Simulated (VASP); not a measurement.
# GaN in VASP: further runs, part 3 of 3

VASP 6.6.1. The steps go on from the part before.

### 4 Single point, PBE (mode 11 frozen in at -0.016 Å and mode 13 at -0.020 Å (largest displacements))

INCAR

```
  ALGO = Normal
  EDIFF = 1E-6
  ENCUT = 520
  GGA = PE
  ISIF = 2
  ISMEAR = 0
  LASPH = True
  LCHARG = True
  LELF = True
  LREAL = False
  LVHAR = True
  LWAVE = False
  NBANDS = 46
  NELM = 80
  PREC = Accurate
  SIGMA = 0.05
```

KPOINTS

```
k-points
0
Gamma
  8 6 6
```

POSCAR

```
GaN
1.0
   -3.2185392732      0.0000000000      0.0000000000
    0.0000000000      0.0000000000     -5.2433778863
    0.0000000001     -5.5746735474      0.0000000000
Ga N
4 4
Direct
    0.5000000000      0.0012044759      0.1693472453
    0.0000000000     -0.0009796668      0.6639871979
    0.0000000000      0.4990203332      0.3360128021
    0.5000000000      0.5012044759      0.8306527547
    0.5000000000      0.6274007414      0.1671232284
    0.0000000000      0.6283486330      0.6662171389
    0.0000000000      0.1283486330      0.3337828611
    0.5000000000      0.1274007414      0.8328767716
```

Potentials or basis: VASP PAW PBE potentials, release 64 (Ga_d, N).

Command:

```sh
$ cat potpaw_PBE.64/Ga_d/POTCAR potpaw_PBE.64/N/POTCAR > POTCAR
$ mpirun -np 1 vasp_std > vasp.out
```

OUTCAR:

```text
EDIFF = 1E-6
   ENCUT = 520
   GGA = PE
   ISIF = 2
   ISMEAR = 0
   LASPH = True
   LREAL = False
   NELM = 80
   PREC = Accurate

 ion  position               nearest neighbor table
   1  0.500  0.001  0.169-   5 1.96   7 1.97   7 1.97   8 1.99
   2  0.000  0.999  0.664-   6 1.94   7 1.96   8 1.98   8 1.98
   3  0.000  0.499  0.336-   7 1.94   6 1.96   5 1.98   5 1.98
   4  0.500  0.501  0.831-   8 1.96   6 1.97   6 1.97   5 1.99
   5  0.500  0.627  0.167-   1 1.96   3 1.98   3 1.98   4 1.99
   6  0.000  0.628  0.666-   2 1.94   3 1.96   4 1.97   4 1.97
   7  0.000  0.128  0.334-   3 1.94   2 1.96   1 1.97   1 1.97
   8  0.500  0.127  0.833-   4 1.96   2 1.98   2 1.98   1 1.99

  LATTYP: Found a simple orthorhombic cell.
 ALAT       =     3.2185392732
 B/A-ratio  =     1.6291172613
 C/A-ratio  =     1.7320508076

  Lattice vectors:

 A1 = (  -3.2185392732,   0.0000000000,   0.0000000000)
 A2 = (   0.0000000000,   0.0000000000,  -5.2433778863)
 A3 = (   0.0000000001,  -5.5746735474,   0.0000000000)

Analysis of symmetry for initial positions (statically):
=====================================================================
 Subroutine PRICEL returns:
 Original cell was already a primitive cell.

 Routine SETGRP: Setting up the symmetry group for a
 simple orthorhombic supercell.

 Subroutine GETGRP returns: Found  4 space group operations
 (whereof  2 operations were pure point group operations)
 out of a pool of  8 trial point group operations.

The static configuration has the point symmetry C_1h.
 The point group associated with its full space group is C_2v.

Analysis of symmetry for dynamics (positions and initial velocities):
=====================================================================
 Subroutine PRICEL returns:
 Original cell was already a primitive cell.

 Routine SETGRP: Setting up the symmetry group for a
 simple orthorhombic supercell.

 Subroutine GETGRP returns: Found  4 space group operations
 (whereof  2 operations were pure point group operations)
 out of a pool of  8 trial point group operations.

The dynamic configuration has the point symmetry C_1h.
 The point group associated with its full space group is C_2v.

 Subroutine INISYM returns: Found  4 space group operations
 (whereof  2 operations are pure point group operations),
 and found     1 'primitive' translations

----------------------------------------------------------------------------------------

                                     Primitive cell

  volume of cell :      94.0783

  direct lattice vectors                    reciprocal lattice vectors
    -3.218539273  0.000000000  0.000000000    -0.310699953 -0.000000000  0.000000000
     0.000000000  0.000000000 -5.243377886     0.000000000  0.000000000 -0.190716752
     0.000000000 -5.574673547  0.000000000     0.000000000 -0.179382701  0.000000000

  length of vectors
     3.218539273  5.243377886  5.574673547     0.310699953  0.190716752  0.179382701

  position of ions in fractional coordinates (direct lattice)
     0.500000000  0.001204476  0.169347245
     0.000000000  0.999020333  0.663987198
[... 41 lines left out ...]

 Found     80 irreducible k-points:

 Following reciprocal coordinates:
            Coordinates               Weight
  0.000000  0.000000  0.000000      1.000000
  0.125000  0.000000  0.000000      2.000000
  0.250000  0.000000  0.000000      2.000000
  0.375000  0.000000 -0.000000      2.000000
  0.500000  0.000000  0.000000      1.000000
  0.000000  0.166667  0.000000      2.000000
[... 16 lines left out ...]
  0.250000  0.000000  0.166667      4.000000
  0.375000  0.000000  0.166667      4.000000
 [... further k-points ...]
   k-points           NKPTS =     80   k-points in BZ     NKDIM =     80   number of bands    NBANDS=     46
   number of dos      NEDOS =    301   number of ions     NIONS =      8
   total plane-waves  NPLWV =  40320
   dimension x,y,z NGX =    24 NGY =   40 NGZ =   42
   dimension x,y,z NGXF=    48 NGYF=   80 NGZF=   84
   ions per type =               4   4
   NGX,Y,Z   is equivalent  to a cutoff of  12.40, 12.68, 12.53 a.u.
   NGXF,Y,Z  is equivalent  to a cutoff of  24.79, 25.36, 25.05 a.u.
 SYSTEM =  unknown system
   PREC   = accura    normal or accurate (medium, high low for compatibility)
   ISTART =      0    job   : 0-new  1-cont  2-samecut
   ICHARG =      2    charge: 1-file 2-atom 10-const
   ISPIN  =      1    spin polarized calculation?
   LNONCOLLINEAR =      F non collinear calculations
   LSORBIT =      F    spin-orbit coupling
   LASPH  =      T    aspherical Exc in radial PAW
   ENCUT  =  520.0 eV  38.22 Ry    6.18 a.u.   5.98  9.75 10.37*2*pi/ulx,y,z
   NELM   =     80;   NELMIN=  2; NELMDL= -5     # of ELM steps
   EDIFF  = 0.1E-05   stopping-criterion for ELM
   LREAL  =      F    real-space projection
   EDIFFG = 0.1E-04   stopping-criterion for IOM
   NSW    =      0    number of steps for IOM
   IBRION =     -1    ionic relax: 0-MD 1-quasi-New 2-CG
   NFREE  =      0    steps in history (QN), initial steepest desc. (CG)
   ISIF   =      2    stress and relaxation
   ISYM   =      2    0-nonsym 1-usesym 2-fastsym
   POTIM  = 0.5000    time-step for ionic-motion
   TEBEG  =    0.0;   TEEND  =   0.0 temperature during run
   PSTRESS=    0.0 pullay stress
   NELECT =      72.0000    total number of electrons
   NUPDOWN=      -1.0000    fix difference up-down
   EMIN   =  10.00;   EMAX   =-10.00  energy-range for DOS
   EFERMI =   0.00;   METHOD = LEGACY
   ISMEAR =     0;   SIGMA  =   0.05  broadening in eV -4-tet -1-fermi 0-gaus
   EFERMI_NEDOS =   21; number of points for ismear=-14 and -15
   IALGO  =     38    algorithm
   IMIX   =      4    mixing-type and parameters
     AMIX     =   0.40;   BMIX     =  1.00
     AMIX_MAG =   1.60;   BMIX_MAG =  1.00
  volume/ion in A,a.u.               =      11.76        79.36
  Fermi-wavevector in a.u.,A,eV,Ry     =   1.497462  2.829793 30.509608  2.242393
  Thomas-Fermi vector in A             =   2.609347
   LORBIT       =      0    0 simple, 1 ext, 2 COOP (PROOUT), +10 PAW based schemes
   GGA     = PE    functional components
   LHFCALC =     F    Hartree Fock is set to
   AEXX    =    0.0000 exact exchange contribution
   IVDW    =     0    specifies the selected vdW correction
   LEPSILON=     F    determine dielectric tensor
   LRPA    =     F    only Hartree local field effects (RPA)
 non-spin polarized calculation
 Gauss-broadening in eV      SIGMA  =   0.05
  energy-cutoff  :      520.00
  volume of cell :       94.08
 maximum number of plane-waves:      2568
 NGX is ok and might be reduce to    24
   NGX = 11   NGY = 19   NGZ = 21

 number of electron      71.9999991 magnetization

 Free energy of the ion-electron system (eV)
  ---------------------------------------------------
  ext. energy  EPLUGINS =         0.00000000
  ---------------------------------------------------
  free energy    TOTEN  =       -48.63139605 eV

  energy without entropy =      -48.63139605  energy(sigma->0) =      -48.63139605

 E-fermi :   5.2520     XC(G=0): -11.5150

 val. band max:        5.0354948832   @ k =   0.0000   0.0000   0.0000
 cond. band min:       6.7152113643   @ k =   0.0000   0.0000   0.0000
 fundamental gap:      1.6797164811
 Fermi energy:         5.2520397397

 k-point     1 :       0.0000    0.0000    0.0000
  band No.  band energies     occupation
      1     -10.7388      2.00000
      2      -9.9905      2.00000
      3      -9.8220      2.00000
      4      -9.7514      2.00000
      5      -8.4235      2.00000
      6      -8.3993      2.00000
[... 1165 lines left out ...]
     45      14.5237      0.00000
     46      14.6733      0.00000

 [... further k-points ...]
[... 5 lines left out ...]
  --------------------------------------------------------------------------------------
  -------------------------------------------------------------------------------------
  Total       -0.3585279     -0.3613291      0.9296671      0.0000000      0.0000000      0.0000000
  in kB       -6.1058225     -6.1535266     15.8324678      0.0000000      0.0000000      0.0000000
  external PRESSURE =       1.1910395 kB  Pullay stress =       0.0000000 kB

 VOLUME and BASIS-vectors are now :
 -----------------------------------------------------------------------------
  energy-cutoff  :      520.00
  volume of cell :       94.08
      direct lattice vectors                 reciprocal lattice vectors
    -3.218539273  0.000000000  0.000000000    -0.310699953 -0.000000000  0.000000000
     0.000000000  0.000000000 -5.243377886     0.000000000  0.000000000 -0.190716752
     0.000000000 -5.574673547  0.000000000     0.000000000 -0.179382701  0.000000000

 POSITION                                       TOTAL-FORCE (eV/Angst)
 -----------------------------------------------------------------------------------
     -1.60927     -0.94406     -0.00632        -0.000000      0.334495     -0.121351
      0.00000     -3.70151     -5.23824         0.000000     -0.340090     -0.409238
      0.00000     -1.87316     -2.61655        -0.000000      0.340090     -0.409238
     -1.60927     -4.63062     -2.62800         0.000000     -0.334495     -0.121351
     -1.60927     -0.93166     -3.28970        -0.000000      0.003008      0.241743
      0.00000     -3.71394     -3.29467         0.000000     -0.011979      0.288847
      0.00000     -1.86073     -0.67298        -0.000000      0.011979      0.288847
     -1.60927     -4.64302     -0.66801         0.000000     -0.003008      0.241743
 -----------------------------------------------------------------------------------
    total drift:                               -0.000000      0.000008     -0.002006

  FREE ENERGIE OF THE ION-ELECTRON SYSTEM (eV)
  ---------------------------------------------------
  free  energy   TOTEN  =       -48.6313960463 eV

  energy  without entropy=      -48.6313960463  energy(sigma->0) =      -48.63139605
```

Wall time 5.3 min (1 thread of Intel Xeon Platinum 8488C (Sapphire Rapids), shared host); peak memory 0.36 GiB.

Results:

```yaml
Free_energy: -48.6314 eV
Pressure: 0.1 GPa
Largest_force: 0.532 eV/Å
Band_gap_on_the_k_mesh: 1.68 eV
```

Forces in eV/Å, atoms in the order of the input:
```
Ga   0.000  0.334 -0.121
Ga   0.000 -0.340 -0.409
Ga   0.000  0.340 -0.409
Ga   0.000 -0.334 -0.121
N    0.000  0.003  0.242
N    0.000 -0.012  0.289
N    0.000  0.012  0.289
N    0.000 -0.003  0.242
```

Stress tensor (GPa, compression positive):
```
-0.61  0.00  0.00
 0.00 -0.62  0.00
 0.00  0.00  1.58
```

Levels at points of the mesh, in eV from the valence-band top:
```csv
k point,band 33,band 34,band 35,band 36,band 37,band 38,band 39,band 40
"(0.00, 0.00, 0.00)",-0.87,-0.12,0.00,0.00,1.68,4.08,4.97,5.35
"(0.50, 0.00, 0.00)",-2.00,-1.99,-1.97,-1.87,5.54,5.72,6.36,6.42
"(0.00, 0.50, 0.00)",-0.52,-0.52,-0.52,-0.52,4.03,4.03,4.26,4.26
"(0.50, 0.50, 0.00)",-1.71,-1.71,-1.59,-1.59,5.63,5.63,5.72,5.72
"(0.00, 0.00, 0.50)",-0.79,-0.75,-0.49,-0.42,4.05,4.11,5.75,5.77
"(0.50, 0.00, 0.50)",-2.25,-2.18,-0.96,-0.90,4.89,5.05,5.31,5.38
"(0.00, 0.50, 0.50)",-1.34,-1.34,-1.15,-1.15,5.00,5.00,5.11,5.11
"(0.50, 0.50, 0.50)",-1.87,-1.87,-1.80,-1.80,4.19,4.19,4.33,4.33
```

Caveat: the cell differs from its parent crystal (mode 11 frozen in at -0.016 Å and mode 13 at -0.020 Å (largest displacements)).
